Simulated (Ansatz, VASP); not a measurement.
## One calculation of Mn3Sb, two programs

Contents of INCAR:

```
  PREC = Accurate
  ENCUT = 520
  EDIFF = 1E-7
  ISMEAR = 0
  SIGMA = 0.1
  LREAL = F
  LASPH = T
  NELM = 150
  ALGO = Normal
  ISIF = 2
  LWAVE = F
  LCHARG = F
  ISPIN = 2
  MAGMOM = -4 -4 4 0
  LORBIT = 11
  LMAXMIX = 4
  GGA = PS
  NBANDS = 34
```

Contents of KPOINTS:

```
Automatic mesh
0
Gamma
  6 6 6
```

Contents of POSCAR:

```
Mn3Sb
1.0
    0.0000000000      2.9941220000      2.9941220000
    2.9941220000      0.0000000000      2.9941220000
    2.9941220000      2.9941220000      0.0000000000
Mn Sb
3 1
Direct
    0.7500000000      0.7500000000      0.7500000000
    0.2500000000      0.2500000000      0.2500000000
    0.0000000000      0.0000000000      0.0000000000
    0.5000000000      0.5000000000      0.5000000000
```

Input for Ansatz:

```yaml
crystal:
  lattice:
    - [0.0, 2.994122, 2.994122]
    - [2.994122, 0.0, 2.994122]
    - [2.994122, 2.994122, 0.0]
  atoms:
    - { symbol: Mn, position: [0.75, 0.75, 0.75], spin: -4.0 }
    - { symbol: Mn, position: [0.25, 0.25, 0.25], spin: -4.0 }
    - { symbol: Mn, position: [0.0, 0.0, 0.0], spin: 4.0 }
    - { symbol: Sb, position: [0.5, 0.5, 0.5] }
basis:
  ecutwfc: 420
kpoints:
  mp_grid: { grid: [6, 6, 6] }
hamiltonian:
  xc: pbesol
scf:
  occupations: { method: gaussian, width: 0.1 }
  lower_state_search: "off"
output:
  forces: true
  stress: true
  eigenvalues: true
  populations: true
magnetization:
  spin_polarized: true
```

Alike in both runs: task single point; functional PBEsol; k mesh 6 × 6 × 6; occupations gaussian, width 0.1 eV; collinear spin.

|  | VASP | Ansatz |
| --- | --- | --- |
| version | VASP 6.6.1 | Ansatz 0.2.0 |
| potentials or method | VASP PAW PBE potentials, release 64 (Mn_pv, Sb), cutoff 520 eV | scalar-relativistic, plane waves, PAW |
| valence electrons in the cell | 44 | 60 |

VASP gave:

* gap on the k mesh at the Fermi level (eV): none
* pressure (GPa): -8.4
* net moment per atom (μB): 0.50
* size of the moment on the site where the two differ most (μB): 2.87

**Question.** Which values does Ansatz return?

**Answer.** gap on the k mesh at the Fermi level (eV): none; pressure (GPa): -8.7; net moment per atom (μB): 0.50; size of the moment on the site where the two differ most (μB): 2.82.

VASP's potentials were made for PBE, not for PBEsol. Site moments also hang on the region over which each program counts them. A gap of «none» marks a metal or a gap that the smearing closes. VASP's potentials hold 44 valence electrons a cell and Ansatz's 60, so a difference there can come from the potentials and not from the codes.

Spin-orbit coupling is off throughout.
